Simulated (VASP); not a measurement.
# HfO2 (Fm-3m) in VASP: notebook

The runs below take HfO2 through single point, with LDA.

Everything below comes from runs of VASP 6.6.1. Logs are shortened: lines on timing, memory, paths and dates and some standing lists are left out, and cuts for length are marked.

## 1. The cell of the first run

Symmetry: Fm-3m, No. 225, cubic system. The conventional cell has a = 4.973 Å, b = 4.973 Å, c = 4.973 Å, α = 90.00°, β = 90.00°, γ = 90.00°. Within 2.8 Å of Hf (site symmetry m-3m) lie 8 O at 2.15 Å. Within 2.8 Å of O (site symmetry -43m) lie 4 Hf at 2.15 Å and 6 O at 2.49 Å.

## 2. Single point, LDA

INCAR reads:

```
SYSTEM = HfO2
PREC = Accurate
ENCUT = 520
EDIFF = 1E-6
ISMEAR = 0
SIGMA = 0.01
LREAL = .FALSE.
LASPH = .TRUE.
NELM = 80
ALGO = Normal
ISIF = 2
LWAVE = .FALSE.
LCHARG = .TRUE.
GGA = CA
LELF = .TRUE.
LVHAR = .TRUE.
NBANDS = 18
```

KPOINTS reads:

```
regular mesh
0
G
  8 8 8
  0 0 0
```

POSCAR reads:

```
HfO2
1.0
    0.0000000000      2.4863104125      2.4863104125
    2.4863104125      0.0000000000      2.4863104125
    2.4863104125      2.4863104125      0.0000000000
Hf O
1 2
Direct
    0.0000000000      0.0000000000      0.0000000000
    0.2500000000      0.2500000000      0.2500000000
    0.7500000000      0.7500000000      0.7500000000
```

Potentials or basis: VASP PAW LDA potentials, release 64 (Hf_pv, O).

On the command line:

```console
> cat potpaw_LDA.64/Hf_pv/POTCAR potpaw_LDA.64/O/POTCAR > POTCAR
> mpirun -np 1 vasp_std > vasp.out
```

OUTCAR:

```text
SYSTEM = HfO2
   PREC = Accurate
   ENCUT = 520
   EDIFF = 1E-6
   ISMEAR = 0
   LREAL = .FALSE.
   LASPH = .TRUE.
   NELM = 80
   ISIF = 2
   GGA = CA

 ion  position               nearest neighbor table
   1  0.000  0.000  0.000-   3 2.15   3 2.15   3 2.15   2 2.15   3 2.15   2 2.15   2 2.15   2 2.15

   2  0.250  0.250  0.250-   1 2.15   1 2.15   1 2.15   1 2.15
   3  0.750  0.750  0.750-   1 2.15   1 2.15   1 2.15   1 2.15

  LATTYP: Found a face centered cubic cell.
 ALAT       =     4.9726208250

  Lattice vectors:

 A1 = (   0.0000000000,   2.4863104125,   2.4863104125)
 A2 = (   2.4863104125,   0.0000000000,   2.4863104125)
 A3 = (   2.4863104125,   2.4863104125,   0.0000000000)

Analysis of symmetry for initial positions (statically):
=====================================================================
 Subroutine PRICEL returns:
 Original cell was already a primitive cell.

 Routine SETGRP: Setting up the symmetry group for a
 face centered cubic supercell.

 Subroutine GETGRP returns: Found 48 space group operations
 (whereof 48 operations were pure point group operations)
 out of a pool of 48 trial point group operations.

The static configuration has the point symmetry O_h .

Analysis of symmetry for dynamics (positions and initial velocities):
=====================================================================
 Subroutine PRICEL returns:
 Original cell was already a primitive cell.

 Routine SETGRP: Setting up the symmetry group for a
 face centered cubic supercell.

 Subroutine GETGRP returns: Found 48 space group operations
 (whereof 48 operations were pure point group operations)
 out of a pool of 48 trial point group operations.

The dynamic configuration has the point symmetry O_h .

 Subroutine INISYM returns: Found 48 space group operations
 (whereof 48 operations are pure point group operations),
 and found     1 'primitive' translations

----------------------------------------------------------------------------------------

                                     Primitive cell

  volume of cell :      30.7394

  direct lattice vectors                    reciprocal lattice vectors
     0.000000000  2.486310412  2.486310412    -0.201101197  0.201101197  0.201101197
     2.486310412  0.000000000  2.486310412     0.201101197 -0.201101197  0.201101197
     2.486310412  2.486310412  0.000000000     0.201101197  0.201101197 -0.201101197

  length of vectors
     3.516173906  3.516173906  3.516173906     0.348317491  0.348317491  0.348317491

  position of ions in fractional coordinates (direct lattice)
     0.000000000  0.000000000  0.000000000
     0.250000000  0.250000000  0.250000000
     0.750000000  0.750000000  0.750000000

  ion indices of the primitive-cell ions
   primitive index   ion index
                 1           1
                 2           2
                 3           3

----------------------------------------------------------------------------------------

 KPOINTS: regular mesh

Automatic generation of k-mesh.
 Grid dimensions read from file:
 generate k-points for:    8    8    8

 Generating k-lattice:

  Cartesian coordinates                     Fractional coordinates (reciprocal lattice)
    -0.025137650  0.025137650  0.025137650     0.125000000  0.000000000  0.000000000
     0.025137650 -0.025137650  0.025137650     0.000000000  0.125000000  0.000000000
     0.025137650  0.025137650 -0.025137650     0.000000000  0.000000000  0.125000000

  Length of vectors
     0.043539686  0.043539686  0.043539686

  Shift w.r.t. Gamma in fractional coordinates (k-lattice)
     0.000000000  0.000000000  0.000000000

 Subroutine IBZKPT returns following result:
 ===========================================

 Found     29 irreducible k-points:

 Following reciprocal coordinates:
            Coordinates               Weight
  0.000000  0.000000  0.000000      1.000000
  0.125000  0.000000  0.000000      8.000000
  0.250000  0.000000  0.000000      8.000000
  0.375000  0.000000  0.000000      8.000000
  0.500000  0.000000  0.000000      4.000000
  0.125000  0.125000  0.000000      6.000000
[... 16 lines left out ...]
  0.500000  0.250000  0.125000     48.000000
 -0.375000  0.250000  0.125000     24.000000
 [... further k-points ...]
   k-points           NKPTS =     29   k-points in BZ     NKDIM =     29   number of bands    NBANDS=     18
   number of dos      NEDOS =    301   number of ions     NIONS =      3
   total plane-waves  NPLWV =  21952
   dimension x,y,z NGX =    28 NGY =   28 NGZ =   28
   dimension x,y,z NGXF=    56 NGYF=   56 NGZF=   56
   ions per type =               1   2
   NGX,Y,Z   is equivalent  to a cutoff of  13.24, 13.24, 13.24 a.u.
   NGXF,Y,Z  is equivalent  to a cutoff of  26.48, 26.48, 26.48 a.u.
 SYSTEM =  HfO2
   PREC   = accura    normal or accurate (medium, high low for compatibility)
   ISTART =      0    job   : 0-new  1-cont  2-samecut
   ICHARG =      2    charge: 1-file 2-atom 10-const
   ISPIN  =      1    spin polarized calculation?
   LNONCOLLINEAR =      F non collinear calculations
   LSORBIT =      F    spin-orbit coupling
   LASPH  =      T    aspherical Exc in radial PAW
   ENCUT  =  520.0 eV  38.22 Ry    6.18 a.u.   6.54  6.54  6.54*2*pi/ulx,y,z
   NELM   =     80;   NELMIN=  2; NELMDL= -5     # of ELM steps
   EDIFF  = 0.1E-05   stopping-criterion for ELM
   LREAL  =      F    real-space projection
   EDIFFG = 0.1E-04   stopping-criterion for IOM
   NSW    =      0    number of steps for IOM
   IBRION =     -1    ionic relax: 0-MD 1-quasi-New 2-CG
   NFREE  =      0    steps in history (QN), initial steepest desc. (CG)
   ISIF   =      2    stress and relaxation
   ISYM   =      2    0-nonsym 1-usesym 2-fastsym
   POTIM  = 0.5000    time-step for ionic-motion
   TEBEG  =    0.0;   TEEND  =   0.0 temperature during run
   PSTRESS=    0.0 pullay stress
   NELECT =      22.0000    total number of electrons
   NUPDOWN=      -1.0000    fix difference up-down
   EMIN   =  10.00;   EMAX   =-10.00  energy-range for DOS
   EFERMI =   0.00;   METHOD = LEGACY
   ISMEAR =     0;   SIGMA  =   0.01  broadening in eV -4-tet -1-fermi 0-gaus
   EFERMI_NEDOS =   21; number of points for ismear=-14 and -15
   IALGO  =     38    algorithm
   IMIX   =      4    mixing-type and parameters
     AMIX     =   0.40;   BMIX     =  1.00
     AMIX_MAG =   1.60;   BMIX_MAG =  1.00
  volume/ion in A,a.u.               =      10.25        69.15
  Fermi-wavevector in a.u.,A,eV,Ry     =   1.464368  2.767255 29.175994  2.144375
  Thomas-Fermi vector in A             =   2.580353
   LORBIT       =      0    0 simple, 1 ext, 2 COOP (PROOUT), +10 PAW based schemes
   GGA     = CA    functional components
   LHFCALC =     F    Hartree Fock is set to
   AEXX    =    0.0000 exact exchange contribution
   IVDW    =     0    specifies the selected vdW correction
   LEPSILON=     F    determine dielectric tensor
   LRPA    =     F    only Hartree local field effects (RPA)
 non-spin polarized calculation
 Gauss-broadening in eV      SIGMA  =   0.01
  energy-cutoff  :      520.00
  volume of cell :       30.74
 maximum number of plane-waves:       869
 NGX is ok and might be reduce to    28
   NGX = 13   NGY = 13   NGZ = 13

 number of electron      22.0000006 magnetization

 Free energy of the ion-electron system (eV)
  ---------------------------------------------------
  ext. energy  EPLUGINS =         0.00000000
  ---------------------------------------------------
  free energy    TOTEN  =       -33.06968417 eV

  energy without entropy =      -33.06968417  energy(sigma->0) =      -33.06968417

 E-fermi :   4.6409     XC(G=0): -12.6193

 val. band max:        4.5763139790   @ k =   0.5000   0.5000   0.0000
 cond. band min:       8.3229131133   @ k =   0.5000   0.5000   0.0000
 fundamental gap:      3.7465991343
 Fermi energy:         4.6408714974

 k-point     1 :       0.0000    0.0000    0.0000
  band No.  band energies     occupation
      1     -24.6624      2.00000
      2     -24.6624      2.00000
      3     -24.6624      2.00000
      4     -14.2732      2.00000
      5     -10.8065      2.00000
      6      -1.2016      2.00000
[... 10 lines left out ...]
     17      15.6922      0.00000
     18      17.5205      0.00000

 k-point     2 :       0.1250    0.0000    0.0000
  band No.  band energies     occupation
      1     -24.7555      2.00000
      2     -24.6722      2.00000
      3     -24.6722      2.00000
      4     -14.0235      2.00000
      5     -11.0140      2.00000
      6      -1.0380      2.00000
[... 10 lines left out ...]
     17      15.3816      0.00000
     18      17.5162      0.00000

 k-point     3 :       0.2500    0.0000    0.0000
  band No.  band energies     occupation
      1     -24.9689      2.00000
      2     -24.6960      2.00000
      3     -24.6960      2.00000
      4     -13.4470      2.00000
      5     -11.4063      2.00000
      6      -0.6385      2.00000
[... 10 lines left out ...]
     17      14.8436      0.00000
     18      17.4649      0.00000

 k-point     4 :       0.3750    0.0000    0.0000
  band No.  band energies     occupation
      1     -25.1680      2.00000
      2     -24.7195      2.00000
      3     -24.7195      2.00000
      4     -13.0021      2.00000
      5     -11.5620      2.00000
      6      -0.2547      2.00000
[... 10 lines left out ...]
     17      14.5646      0.00000
     18      17.2803      0.00000

 k-point     5 :       0.5000    0.0000    0.0000
  band No.  band energies     occupation
      1     -25.2468      2.00000
      2     -24.7292      2.00000
      3     -24.7292      2.00000
      4     -12.9117      2.00000
      5     -11.5016      2.00000
      6      -0.1129      2.00000
[... 10 lines left out ...]
     17      14.5251      0.00000
     18      17.4530      0.00000

 k-point     6 :       0.1250    0.1250    0.0000
  band No.  band energies     occupation
      1     -24.7634      2.00000
      2     -24.6870      2.00000
      3     -24.6870      2.00000
      4     -13.9348      2.00000
      5     -11.0849      2.00000
      6      -1.0065      2.00000
[... 10 lines left out ...]
     17      15.3442      0.00000
     18      17.5111      0.00000

 k-point     7 :       0.2500    0.1250    0.0000
  band No.  band energies     occupation
      1     -24.9211      2.00000
      2     -24.7142      2.00000
      3     -24.7129      2.00000
      4     -13.4443      2.00000
      5     -11.4248      2.00000
      6      -0.6962      2.00000
[... 10 lines left out ...]
     17      14.9577      0.00000
     18      17.5018      0.00000

 k-point     8 :       0.3750    0.1250    0.0000
  band No.  band energies     occupation
      1     -25.1072      2.00000
      2     -24.7532      2.00000
      3     -24.7377      2.00000
      4     -12.9132      2.00000
      5     -11.6699      2.00000
      6      -0.3655      2.00000
[... 10 lines left out ...]
     17      15.0920      0.00000
     18      17.4476      0.00000
[... 229 lines left out ...]
     17      17.0461      0.00000
     18      17.5180      0.00000

 k-point    20 :      -0.3750    0.3750    0.0000
  band No.  band energies     occupation
      1     -25.1578      2.00000
      2     -24.9739      2.00000
      3     -24.7965      2.00000
      4     -12.2115      2.00000
      5     -11.8069      2.00000
      6      -1.6551      2.00000
[... 10 lines left out ...]
     17      17.4087      0.00000
     18      17.5088      0.00000

 k-point    21 :       0.5000    0.5000    0.0000
  band No.  band energies     occupation
      1     -25.2782      2.00000
      2     -24.8288      2.00000
      3     -24.8288      2.00000
      4     -12.3303      2.00000
      5     -11.6613      2.00000
      6      -2.3879      2.00000
[... 10 lines left out ...]
     17      17.5058      0.00000
     18      18.3887      0.00000

 k-point    22 :       0.3750    0.2500    0.1250
  band No.  band energies     occupation
      1     -25.0326      2.00000
      2     -24.7934      2.00000
      3     -24.7266      2.00000
      4     -12.9354      2.00000
      5     -11.7131      2.00000
      6      -0.6057      2.00000
[... 10 lines left out ...]
     17      14.9042      0.00000
     18      17.5013      0.00000

 k-point    23 :       0.5000    0.2500    0.1250
  band No.  band energies     occupation
      1     -25.1297      2.00000
      2     -24.8686      2.00000
      3     -24.7535      2.00000
      4     -12.5158      2.00000
      5     -11.8362      2.00000
      6      -0.6174      2.00000
[... 10 lines left out ...]
     17      15.6624      0.00000
     18      17.4923      0.00000

 k-point    24 :      -0.3750    0.2500    0.1250
  band No.  band energies     occupation
      1     -25.1674      2.00000
      2     -24.8986      2.00000
      3     -24.7669      2.00000
      4     -12.4569      2.00000
      5     -11.7489      2.00000
      6      -0.6195      2.00000
[... 10 lines left out ...]
     17      15.7154      0.00000
     18      17.4902      0.00000

 [... further k-points ...]
[... 5 lines left out ...]
  --------------------------------------------------------------------------------------
  -------------------------------------------------------------------------------------
  Total        0.3206723      0.3206723      0.3206723     -0.0000000      0.0000000     -0.0000000
  in kB       16.7138325     16.7138325     16.7138325     -0.0000000      0.0000000     -0.0000000
  external PRESSURE =      16.7138325 kB  Pullay stress =       0.0000000 kB

 VOLUME and BASIS-vectors are now :
 -----------------------------------------------------------------------------
  energy-cutoff  :      520.00
  volume of cell :       30.74
      direct lattice vectors                 reciprocal lattice vectors
     0.000000000  2.486310412  2.486310412    -0.201101197  0.201101197  0.201101197
     2.486310412  0.000000000  2.486310412     0.201101197 -0.201101197  0.201101197
     2.486310412  2.486310412  0.000000000     0.201101197  0.201101197 -0.201101197

 POSITION                                       TOTAL-FORCE (eV/Angst)
 -----------------------------------------------------------------------------------
      0.00000      0.00000      0.00000         0.000000      0.000000      0.000000
      1.24316      1.24316      1.24316         0.000000      0.000000      0.000000
      3.72947      3.72947      3.72947        -0.000000     -0.000000     -0.000000
 -----------------------------------------------------------------------------------
    total drift:                                0.000000      0.000000      0.000000

  FREE ENERGIE OF THE ION-ELECTRON SYSTEM (eV)
  ---------------------------------------------------
  free  energy   TOTEN  =       -33.0696841693 eV

  energy  without entropy=      -33.0696841693  energy(sigma->0) =      -33.06968417
```

Wall time 25 s (1 thread of Intel Xeon Platinum 8259CL at 2.50GHz (Skylake/Cascade Lake), shared host); peak memory 0.15 GiB.

Results:

```yaml
Free_energy: -33.0697 eV
Pressure: 1.7 GPa
Band_gap_on_the_k_mesh: 3.75 eV, direct
```

Levels at points of the mesh, in eV from the valence-band top:
| k point | band 9 | band 10 | band 11 | band 12 | band 13 | band 14 |
| --- | --- | --- | --- | --- | --- | --- |
| (0.00, 0.00, 0.00) | -0.64 | -0.64 | -0.64 | 3.81 | 3.81 | 6.16 |
| (0.50, 0.00, 0.00) | -2.89 | -1.90 | -1.90 | 4.63 | 4.63 | 7.50 |
| (0.50, 0.50, 0.00) | -1.65 | -1.65 | 0.00 | 3.75 | 5.63 | 7.14 |

Caveat: spin-orbit coupling is left out, which moves the levels of the heavy elements.

## 3. Single point, LDA (volume scaled by 0.98)

INCAR reads:

```
  PREC = Accurate
  ENCUT = 520
  EDIFF = 1E-6
  ISMEAR = 0
  SIGMA = 0.01
  LREAL = F
  LASPH = T
  NELM = 80
  ALGO = Normal
  ISIF = 2
  LWAVE = F
  LCHARG = F
  GGA = CA
  NBANDS = 18
```

KPOINTS reads:

```
Automatic mesh
0
Gamma
  8 8 8
```

POSCAR reads:

```
HfO2
1.0
    0.0000000000      2.4837094525      2.4837094525
    2.4837094525      0.0000000000      2.4837094525
    2.4837094525      2.4837094525      0.0000000000
Hf O
1 2
Direct
    0.0000000000      0.0000000000      0.0000000000
    0.2500000000      0.2500000000      0.2500000000
    0.7500000000      0.7500000000      0.7500000000
```

Potentials or basis: VASP PAW LDA potentials, release 64 (Hf_pv, O).

On the command line:

```console
> cat potpaw_LDA.64/Hf_pv/POTCAR potpaw_LDA.64/O/POTCAR > POTCAR
> mpirun -np 1 vasp_std > vasp.out
```

Wall time 24 s (1 thread of Intel Xeon Platinum 8259CL at 2.50GHz (Skylake/Cascade Lake), shared host); peak memory 0.15 GiB.

Results (log left out):

```
Free energy            : -33.0683 eV
Pressure               : 2.6 GPa
Band gap on the k mesh : 3.75 eV, direct
```

Levels at points of the mesh, in eV from the valence-band top:
```csv
k point,band 7,band 8,band 9,band 10,band 11,band 12,band 13,band 14,band 15,band 16
"(0.00, 0.00, 0.00)",-5.80,-5.80,-0.64,-0.64,-0.64,3.82,3.82,6.18,11.16,11.16
"(0.50, 0.00, 0.00)",-4.71,-3.16,-2.89,-1.91,-1.91,4.65,4.65,7.53,8.99,9.98
"(0.50, 0.50, 0.00)",-3.62,-3.62,-1.66,-1.66,0.00,3.75,5.65,7.17,8.63,8.63
```

Caveat: spin-orbit coupling is left out, which moves the levels of the heavy elements.
